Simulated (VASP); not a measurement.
A run of VASP 6.6.1 is set up as follows.

Contents of INCAR:

```
SYSTEM = Ba3TaH9
PREC = Accurate
ENCUT = 500
EDIFF = 1E-7
ISMEAR = 0
SIGMA = 0.1
LREAL = .False.
LASPH = .True.
NELM = 120
ALGO = Normal
ISIF = 3
LWAVE = .False.
LCHARG = .False.
GGA = PE
IBRION = 2
NSW = 90
EDIFFG = -0.04
GGA_COMPAT = .False.
NELMIN = 4
```

Contents of KPOINTS:

```
Automatic mesh
0
Gamma
  3 3 2
  0 0 0
```

File POSCAR:

```
Ba3TaH9
1.0
    6.4439100000      0.0000000000      0.0000000000
   -3.2219550000      5.5805897600      0.0000000000
    0.0000000000      0.0000000000      8.1193266000
Ba Ta H
3 1 9
Direct
    0.6666666700      0.3333333300      0.6666666700
    0.0000000000      0.0000000000      0.0000000000
    0.3333333300      0.6666666700      0.3333333300
    0.0000000000      0.0000000000      0.5000000000
    0.1666666700      0.3333333300      0.6666666700
    0.6666666700      0.8333333300      0.6666666700
    0.1666666700      0.8333333300      0.6666666700
    0.5000000000      0.0000000000      0.0000000000
    0.0000000000      0.5000000000      0.0000000000
    0.5000000000      0.5000000000      0.0000000000
    0.8333333300      0.6666666700      0.3333333300
    0.3333333300      0.1666666700      0.3333333300
    0.8333333300      0.1666666700      0.3333333300
```

Potentials or basis: VASP PAW PBE potentials, release 64 (Ba_sv, Ta_sv_GW, H).

Run with:

```sh
$ cat potpaw_PBE.64/Ba_sv/POTCAR potpaw_PBE.64/Ta_sv_GW/POTCAR potpaw_PBE.64/H/POTCAR > POTCAR
$ mpirun -np 1 vasp_std > vasp.out
```

(1) Predict the space group after relaxing (to 0.1 Å).

(2) What does it give for the relaxed cell?

## Answers

(1) P-3m1 (No. 164).

(2) a = 5.827 Å, b = 5.827 Å, c = 7.165 Å, α = 90.00°, β = 90.00°, γ = 120.00°.

Caveat: the k points lie up to 0.44 Å⁻¹ apart in the final cell.
